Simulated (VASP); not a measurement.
Write the native input for VASP 6.6.1 that does the following.

```
Task                   : single point
Functional             : r2SCAN
Potentials or basis    : VASP PAW PBE potentials, release 64 (V_sv)
Cutoff                 : 520 eV
k mesh                 : 12 × 12 × 12
Occupations            : fermi-dirac, width 0.05 eV
Spin                   : collinear spin, ferromagnetic start
Starting moments       : [2.0] μB
Dipole correction      : no
Further INCAR settings : ALGO = Normal; EDIFF = 1e-07; NBANDS = 16
```

V:

```
CELL_PARAMETERS angstrom
-1.48344 1.48344 1.48344
1.48344 -1.48344 1.48344
1.48344 1.48344 -1.48344
ATOMIC_POSITIONS crystal
V 0.00000 0.00000 0.00000
```

The input as run:

POSCAR

```
V
1.0
   -1.4834362237      1.4834362237      1.4834362237
    1.4834362237     -1.4834362237      1.4834362237
    1.4834362237      1.4834362237     -1.4834362237
V
1
Direct
    0.0000000000      0.0000000000      0.0000000000
```

INCAR.step1

```
ALGO = Normal
EDIFF = 1E-4
ENCUT = 520
GGA = PE
ISMEAR = -1
ISPIN = 2
LASPH = True
LCHARG = False
LMAXMIX = 4
LREAL = False
LWAVE = True
MAGMOM = 2
NBANDS = 16
NELM = 150
PREC = Accurate
SIGMA = 0.05
```

INCAR.step2

```
ALGO = Normal
EDIFF = 1E-7
ENCUT = 520
ISIF = 2
ISMEAR = -1
ISPIN = 2
ISTART = 1
LASPH = True
LCHARG = False
LMAXMIX = 4
LMIXTAU = True
LORBIT = 11
LREAL = False
LWAVE = False
MAGMOM = 2
METAGGA = R2SCAN
NBANDS = 16
NELM = 150
PREC = Accurate
SIGMA = 0.05
```

KPOINTS

```
k-points
0
Gamma
  12 12 12
```

Potentials or basis: VASP PAW PBE potentials, release 64 (V_sv).

Command:

```sh
$ cat potpaw_PBE.64/V_sv/POTCAR > POTCAR
$ cp INCAR.step1 INCAR
$ mpirun -np 1 vasp_std > vasp.out
$ cp INCAR.step2 INCAR
$ mpirun -np 1 vasp_std > vasp.out
```

It gave:

```json
{"Pressure": "3.9 GPa", "Net moment": "0.00 μB per cell", "Valence electrons inside the program's atomic spheres": "V 11.68"}
```

Caveat: the PAW data sets were made with another functional, which shifts forces and pressure a little.

It took 2.4 min on 1 thread of Intel(R) Xeon(R) Platinum 8259CL CPU @ 2.50GHz (Skylake/Cascade Lake) (shared host), peak memory 0.15 GiB.
